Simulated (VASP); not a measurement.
A run of VASP 6.6.1:

INCAR

```
PREC = Accurate
ENCUT = 600
EDIFF = 1E-6
ISMEAR = -1
SIGMA = 0.05
LREAL = False
LASPH = True
NELM = 150
ALGO = Normal
ISIF = 3
LWAVE = False
LCHARG = False
LMAXMIX = 4
LDAU = True
LDAUTYPE = 2
LDAUL = 2 -1
LDAUU = 6 0
LDAUJ = 0 0
LDAUPRINT = 1
GGA = PE
IBRION = 2
NSW = 60
EDIFFG = -0.01
```

File KPOINTS:

```
regular mesh
0
Gamma
  10 10 9
```

Contents of POSCAR:

```
TaN
1.0
    2.9380011100      0.0000000000      0.0000000000
   -1.4690005500      2.5443836000      0.0000000000
    0.0000000000      0.0000000000      2.8830022100
Ta N
1 1
Direct
    0.3333333333      0.6666666667      0.5000000000
    0.0000000000      0.0000000000      0.0000000000
```

Potentials or basis: VASP PAW PBE potentials, release 64 (Ta_pv, N).

Run with:

```sh
$ cat potpaw_PBE.64/Ta_pv/POTCAR potpaw_PBE.64/N/POTCAR > POTCAR
$ mpirun -np 1 vasp_std > vasp.out
```

Hardware: 1 thread of Intel(R) Xeon(R) Platinum 8259CL CPU @ 2.50GHz (Skylake/Cascade Lake), on a shared host.

Problem. Estimate the wall time of this run.

Solution. It took 66 s on 1 thread of Intel(R) Xeon(R) Platinum 8259CL CPU @ 2.50GHz (Skylake/Cascade Lake), on a shared host, peak memory 0.17 GiB. Counts: scf iterations 59, k points 70, ion steps 10.
